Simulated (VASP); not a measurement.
A run of VASP 6.6.1:

The input POSCAR:

```
PbS
1.0
    0.0000000000      2.9657500000      2.9657500000
    2.9657500000      0.0000000000      2.9657500000
    2.9657500000      2.9657500000      0.0000000000
Pb S
1 1
Direct
    0.0000000000      0.0000000000      0.0000000000
    0.5000000000      0.5000000000      0.5000000000
```

INCAR.step1

```
SYSTEM = PbS
ALGO = Normal
EDIFF = 1E-4
ENCUT = 600
GGA = PE
ISMEAR = 0
LASPH = .TRUE.
LCHARG = .FALSE.
LREAL = .FALSE.
LWAVE = .TRUE.
NELM = 80
PREC = Accurate
SIGMA = 0.02
```

The input INCAR.step2:

```
SYSTEM = PbS
ALGO = Normal
EDIFF = 1E-6
EDIFFG = -0.005
ENCUT = 600
IBRION = 2
ISIF = 3
ISMEAR = 0
ISTART = 1
LASPH = .TRUE.
LCHARG = .FALSE.
LMIXTAU = .TRUE.
LREAL = .FALSE.
LWAVE = .FALSE.
METAGGA = R2SCAN
NELM = 80
NSW = 100
PREC = Accurate
SIGMA = 0.02
```

Contents of KPOINTS:

```
k-points
0
G
  8 8 8
  0 0 0
```

Potentials or basis: VASP PAW PBE potentials, release 64 (Pb_d, S).

Launch:

```bash
$ cat potpaw_PBE.64/Pb_d/POTCAR potpaw_PBE.64/S/POTCAR > POTCAR
$ cp INCAR.step1 INCAR
$ mpirun -np 1 vasp_std > vasp.out
$ cp INCAR.step2 INCAR
$ mpirun -np 1 vasp_std > vasp.out
```

Hardware: 1 thread of Intel(R) Xeon(R) Platinum 8375C CPU @ 2.90GHz (Ice Lake) (shared host).

Estimate the wall time of this run.

Run time: 3.7 min on 1 thread of Intel(R) Xeon(R) Platinum 8375C CPU @ 2.90GHz (Ice Lake), with other jobs on the host, peak memory 0.24 GiB. Counts: k points 29, ion steps 3.
